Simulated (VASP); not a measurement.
# Nb (R-3m) in VASP: further runs

Nb is run at these levels: PBE; tasks: single point.

Program: VASP 6.6.1. These are calculated values, not measurements. Logs are shortened: lines on timing, memory, paths and dates and some standing lists are left out, and cuts for length are marked.

## 1. The cell of the first run

Symmetry: R-3m, No. 166, trigonal system. Conventional cell: a = 4.429 Å, b = 4.429 Å, c = 3.255 Å, α = 90.00°, β = 90.00°, γ = 120.00°. Nb (site symmetry -3m) has 14 Nb at 2.78 to 3.35 Å within 3.7 Å.

## 2. Single point, PBE

INCAR

```
PREC     = Accurate       # precision mode
ENCUT    = 520            # plane-wave cutoff, eV
EDIFF    = 1E-6           # SCF threshold, eV
ISMEAR   = 0              # smearing method
SIGMA    = 0.15           # smearing width, eV
LREAL    = F              # projectors in reciprocal space
LASPH    = T              # aspherical terms in the spheres
NELM     = 100            # most SCF steps
ALGO     = Fast           # electronic algorithm
ISIF     = 2              # what is computed and relaxed
LWAVE    = F              # write WAVECAR
LCHARG   = F              # write CHGCAR
GGA      = PE             # functional
NBANDS   = 12             # bands
```

KPOINTS

```
regular mesh
0
Gamma
  22 22 22
```

POSCAR

```
Nb
1.0
   -1.4614477736      1.6702260269      1.6702260269
    1.6702260269     -1.4614477736      1.6702260269
    1.6702260269      1.6702260269     -1.4614477736
Nb
1
Direct
    0.0000000000      0.0000000000      0.0000000000
```

Potentials or basis: VASP PAW PBE potentials, release 64 (Nb_sv).

Launch:

```sh
> cat potpaw_PBE.64/Nb_sv/POTCAR > POTCAR
> mpirun -np 1 vasp_std > vasp.out
```

OUTCAR:

```text
PREC = Accurate
   ENCUT = 520
   EDIFF = 1E-6
   ISMEAR = 0
   LREAL = F
   LASPH = T
   NELM = 100
   ISIF = 2
   GGA = PE

 ion  position               nearest neighbor table
   1  0.000  0.000  0.000-

  LATTYP: Found a trigonal (rhomboedric) cell.
 ALAT       =     2.7776140043
 COS(alpha) =    -0.2711864407

  Lattice vectors:

 A1 = (  -1.4614477736,   1.6702260269,   1.6702260269)
 A2 = (   1.6702260269,  -1.4614477736,   1.6702260269)
 A3 = (   1.6702260269,   1.6702260269,  -1.4614477736)

Analysis of symmetry for initial positions (statically):
=====================================================================
 Subroutine PRICEL returns:
 Original cell was already a primitive cell.

 Routine SETGRP: Setting up the symmetry group for a
 trigonal (rhombohedral) supercell.

 Subroutine GETGRP returns: Found 12 space group operations
 (whereof 12 operations were pure point group operations)
 out of a pool of 12 trial point group operations.

The static configuration has the point symmetry D_3d.

Analysis of symmetry for dynamics (positions and initial velocities):
=====================================================================
 Subroutine PRICEL returns:
 Original cell was already a primitive cell.

 Routine SETGRP: Setting up the symmetry group for a
 trigonal (rhombohedral) supercell.

 Subroutine GETGRP returns: Found 12 space group operations
 (whereof 12 operations were pure point group operations)
 out of a pool of 12 trial point group operations.

The dynamic configuration has the point symmetry D_3d.

 Subroutine INISYM returns: Found 12 space group operations
 (whereof 12 operations are pure point group operations),
 and found     1 'primitive' translations

----------------------------------------------------------------------------------------

                                     Primitive cell

  volume of cell :      18.4281

  direct lattice vectors                    reciprocal lattice vectors
    -1.461447774  1.670226027  1.670226027    -0.035479784  0.283838275  0.283838275
     1.670226027 -1.461447774  1.670226027     0.283838275 -0.035479784  0.283838275
     1.670226027  1.670226027 -1.461447774     0.283838275  0.283838275 -0.035479784

  length of vectors
     2.777614004  2.777614004  2.777614004     0.402972887  0.402972887  0.402972887

  position of ions in fractional coordinates (direct lattice)
     0.000000000  0.000000000  0.000000000

  ion indices of the primitive-cell ions
   primitive index   ion index
                 1           1

----------------------------------------------------------------------------------------

 KPOINTS: regular mesh

Automatic generation of k-mesh.
 Grid dimensions read from file:
 generate k-points for:   22   22   22

 Generating k-lattice:

  Cartesian coordinates                     Fractional coordinates (reciprocal lattice)
    -0.001612717  0.012901740  0.012901740     0.045454545  0.000000000  0.000000000
     0.012901740 -0.001612717  0.012901740     0.000000000  0.045454545  0.000000000
     0.012901740  0.012901740 -0.001612717     0.000000000  0.000000000  0.045454545

  Length of vectors
     0.018316949  0.018316949  0.018316949

  Shift w.r.t. Gamma in fractional coordinates (k-lattice)
     0.000000000  0.000000000  0.000000000

 Subroutine IBZKPT returns following result:
 ===========================================

 Found   1024 irreducible k-points:

 Following reciprocal coordinates:
            Coordinates               Weight
  0.000000  0.000000  0.000000      1.000000
  0.045455  0.000000  0.000000      6.000000
  0.090909  0.000000  0.000000      6.000000
  0.136364  0.000000  0.000000      6.000000
  0.181818  0.000000  0.000000      6.000000
  0.227273 -0.000000 -0.000000      6.000000
[... 16 lines left out ...]
  0.500000  0.045455  0.000000     12.000000
 -0.454545  0.045455  0.000000     12.000000
 [... further k-points ...]
   k-points           NKPTS =   1024   k-points in BZ     NKDIM =   1024   number of bands    NBANDS=     12
   number of dos      NEDOS =    301   number of ions     NIONS =      1
   total plane-waves  NPLWV =  13824
   dimension x,y,z NGX =    24 NGY =   24 NGZ =   24
   dimension x,y,z NGXF=    48 NGYF=   48 NGZF=   48
   ions per type =               1
   NGX,Y,Z   is equivalent  to a cutoff of  14.36, 14.36, 14.36 a.u.
   NGXF,Y,Z  is equivalent  to a cutoff of  28.73, 28.73, 28.73 a.u.
 SYSTEM =  unknown system
   PREC   = accura    normal or accurate (medium, high low for compatibility)
   ISTART =      0    job   : 0-new  1-cont  2-samecut
   ICHARG =      2    charge: 1-file 2-atom 10-const
   ISPIN  =      1    spin polarized calculation?
   LNONCOLLINEAR =      F non collinear calculations
   LSORBIT =      F    spin-orbit coupling
   LASPH  =      T    aspherical Exc in radial PAW
   ENCUT  =  520.0 eV  38.22 Ry    6.18 a.u.   5.16  5.16  5.16*2*pi/ulx,y,z
   NELM   =    100;   NELMIN=  2; NELMDL= -5     # of ELM steps
   EDIFF  = 0.1E-05   stopping-criterion for ELM
   LREAL  =      F    real-space projection
   EDIFFG = 0.1E-04   stopping-criterion for IOM
   NSW    =      0    number of steps for IOM
   IBRION =     -1    ionic relax: 0-MD 1-quasi-New 2-CG
   NFREE  =      0    steps in history (QN), initial steepest desc. (CG)
   ISIF   =      2    stress and relaxation
   ISYM   =      2    0-nonsym 1-usesym 2-fastsym
   POTIM  = 0.5000    time-step for ionic-motion
   TEBEG  =    0.0;   TEEND  =   0.0 temperature during run
   PSTRESS=    0.0 pullay stress
   NELECT =      13.0000    total number of electrons
   NUPDOWN=      -1.0000    fix difference up-down
   EMIN   =  10.00;   EMAX   =-10.00  energy-range for DOS
   EFERMI =   0.00;   METHOD = LEGACY
   ISMEAR =     0;   SIGMA  =   0.15  broadening in eV -4-tet -1-fermi 0-gaus
   EFERMI_NEDOS =   21; number of points for ismear=-14 and -15
   IALGO  =     68    algorithm
   IMIX   =      4    mixing-type and parameters
     AMIX     =   0.40;   BMIX     =  1.00
     AMIX_MAG =   1.60;   BMIX_MAG =  1.00
  volume/ion in A,a.u.               =      18.43       124.36
  Fermi-wavevector in a.u.,A,eV,Ry     =   1.457345  2.753983 28.896790  2.123854
  Thomas-Fermi vector in A             =   2.574157
   LORBIT       =      0    0 simple, 1 ext, 2 COOP (PROOUT), +10 PAW based schemes
   GGA     = PE    functional components
   LHFCALC =     F    Hartree Fock is set to
   AEXX    =    0.0000 exact exchange contribution
   IVDW    =     0    specifies the selected vdW correction
   LEPSILON=     F    determine dielectric tensor
   LRPA    =     F    only Hartree local field effects (RPA)
 non-spin polarized calculation
 RMM-DIIS sequential band-by-band and
 Gauss-broadening in eV      SIGMA  =   0.15
  energy-cutoff  :      520.00
  volume of cell :       18.43
 maximum number of plane-waves:       512
 NGX is ok and might be reduce to    24

 number of electron      13.0000000 magnetization

 Free energy of the ion-electron system (eV)
  ---------------------------------------------------
  ext. energy  EPLUGINS =         0.00000000
  ---------------------------------------------------
  free energy    TOTEN  =       -10.15769367 eV

  energy without entropy =      -10.14377910  energy(sigma->0) =      -10.15073638

 E-fermi :  10.9168     XC(G=0): -12.3547

 val. band max:       10.9167027542   @ k =   0.3636   0.2727   0.0455
 cond. band min:      10.9172708630   @ k =  -0.2273   0.4091   0.1364
 fundamental gap:      0.0005681087
 Fermi energy:        10.9167668668

 k-point     1 :       0.0000    0.0000    0.0000
  band No.  band energies     occupation
      1     -43.5347      2.00000
      2     -19.0430      2.00000
      3     -18.7136      2.00000
      4     -18.7136      2.00000
      5       5.0090      2.00000
      6      10.0385      2.00000
      7      10.0385      2.00000
      8      13.0143      0.00000
      9      14.6515      0.00000
     10      14.6515      0.00000
     11      24.3377      0.00000
     12      24.3377      0.00000

 k-point     2 :       0.0455    0.0000    0.0000
  band No.  band energies     occupation
      1     -43.5308      2.00000
      2     -19.0540      2.00000
      3     -18.7343      2.00000
      4     -18.7135      2.00000
      5       5.0841      2.00000
      6      10.0224      2.00000
      7      10.0642      2.00000
      8      13.0193      0.00000
      9      14.6159      0.00000
     10      14.6340      0.00000
     11      24.4215      0.00000
     12      24.4894      0.00000

 k-point     3 :       0.0909    0.0000    0.0000
  band No.  band energies     occupation
      1     -43.5194      2.00000
      2     -19.0923      2.00000
      3     -18.7881      2.00000
      4     -18.7133      2.00000
      5       5.3028      2.00000
      6       9.9738      2.00000
      7      10.1302      2.00000
      8      13.0436      0.00000
      9      14.5361      0.00000
     10      14.5905      0.00000
     11      24.6543      0.00000
     12      24.8902      0.00000
[... 286 lines left out ...]
 k-point    23 :       0.5000    0.0455    0.0000
  band No.  band energies     occupation
      1     -43.3362      2.00000
      2     -20.1783      2.00000
      3     -19.0360      2.00000
      4     -18.7232      2.00000
      5       7.4461      2.00000
      6       9.0740      2.00000
      7      12.0792      0.00000
      8      14.7492      0.00000
      9      15.1203      0.00000
     10      16.1101      0.00000
     11      21.9200      0.00000
     12      23.5424      0.00000

 k-point    24 :      -0.4545    0.0455    0.0000
  band No.  band energies     occupation
      1     -43.3417      2.00000
      2     -20.1459      2.00000
      3     -19.0276      2.00000
      4     -18.7211      2.00000
      5       7.4676      2.00000
      6       9.1204      2.00000
      7      11.7127      0.00000
      8      14.7625      0.00000
      9      14.9988      0.00000
     10      16.0541      0.00000
     11      22.1486      0.00000
     12      23.7446      0.00000

 [... further k-points ...]
[... 5 lines left out ...]
  --------------------------------------------------------------------------------------
  -------------------------------------------------------------------------------------
  Total       -0.1698671     -0.1698671     -0.1698671     -0.4915010     -0.4915010     -0.4915010
  in kB      -14.7685910    -14.7685910    -14.7685910    -42.7320945    -42.7320945    -42.7320945
  external PRESSURE =     -14.7685910 kB  Pullay stress =       0.0000000 kB

 VOLUME and BASIS-vectors are now :
 -----------------------------------------------------------------------------
  energy-cutoff  :      520.00
  volume of cell :       18.43
      direct lattice vectors                 reciprocal lattice vectors
    -1.461447774  1.670226027  1.670226027    -0.035479784  0.283838275  0.283838275
     1.670226027 -1.461447774  1.670226027     0.283838275 -0.035479784  0.283838275
     1.670226027  1.670226027 -1.461447774     0.283838275  0.283838275 -0.035479784

 POSITION                                       TOTAL-FORCE (eV/Angst)
 -----------------------------------------------------------------------------------
      0.00000      0.00000      0.00000         0.000000      0.000000      0.000000
 -----------------------------------------------------------------------------------
    total drift:                                0.000000     -0.000000      0.000000

  FREE ENERGIE OF THE ION-ELECTRON SYSTEM (eV)
  ---------------------------------------------------
  free  energy   TOTEN  =       -10.1576936710 eV

  energy  without entropy=      -10.1437790973  energy(sigma->0) =      -10.15073638
```

Run time: 4.8 min. Hardware: 1 thread of AMD EPYC 9R14 (Zen 4), shared host; peak memory 0.3 GiB.

What came out:

```
Free energy            : -10.1577 eV
Pressure               : -1.5 GPa
Band gap on the k mesh : zero (an odd number of electrons rules out a gap without spin polarisation)
```

## 3. Single point, PBE

This run uses another cell than the first one, of the same volume but with other edges.

INCAR

```
SYSTEM = Nb
PREC = Accurate
ENCUT = 520
EDIFF = 1E-6
ISMEAR = 0
SIGMA = 0.15
LREAL = .False.
LASPH = .True.
NELM = 80
ALGO = Fast
ISIF = 2
LWAVE = .False.
LCHARG = .False.
GGA = PE
NBANDS = 12
```

KPOINTS

```
Automatic mesh
0
Gamma
  22 22 22
  0 0 0
```

POSCAR

```
Nb
1.0
   -1.0688839262      1.7195089247      1.7195089247
    1.7195089247     -1.0688839262      1.7195089247
    1.7195089247      1.7195089247     -1.0688839262
Nb
1
Direct
    0.0000000000      0.0000000000      0.0000000000
```

Potentials or basis: VASP PAW PBE potentials, release 64 (Nb_sv).

Launch:

```sh
> cat potpaw_PBE.64/Nb_sv/POTCAR > POTCAR
> mpirun -np 1 vasp_std > vasp.out
```

It took 2.9 min on 1 thread of AMD EPYC 9R14 (Zen 4), shared host; peak memory 0.28 GiB.

Results (log left out):

```
Free energy            : -9.3903 eV
Pressure               : 10.1 GPa
Band gap on the k mesh : zero (an odd number of electrons rules out a gap without spin polarisation)
```

Stress tensor (GPa, compression positive):
```
10.08 -9.50 -9.50
-9.50 10.08 -9.50
-9.50 -9.50 10.08
```

Levels at points of the mesh, in eV from the Fermi level:
| k point | band 3 | band 4 | band 5 | band 6 | band 7 | band 8 | band 9 | band 10 | band 11 | band 12 |
| --- | --- | --- | --- | --- | --- | --- | --- | --- | --- | --- |
| (0.00, 0.00, 0.00) | -29.71 | -29.71 | -5.85 | -2.92 | -2.92 | 4.92 | 5.38 | 5.38 | 14.25 | 14.25 |
| (0.50, 0.00, 0.00) | -29.71 | -29.56 | -2.83 | -2.17 | 0.69 | 2.22 | 2.45 | 5.61 | 10.72 | 13.74 |
| (0.50, 0.50, 0.00) | -31.15 | -29.50 | -4.53 | -1.38 | 2.54 | 3.14 | 5.17 | 7.49 | 7.86 | 14.56 |
| (0.50, 0.50, 0.50) | -31.15 | -30.82 | -3.33 | -3.33 | -1.54 | 7.21 | 8.02 | 8.02 | 12.17 | 12.17 |

Caveat: the cell stands under pressure.
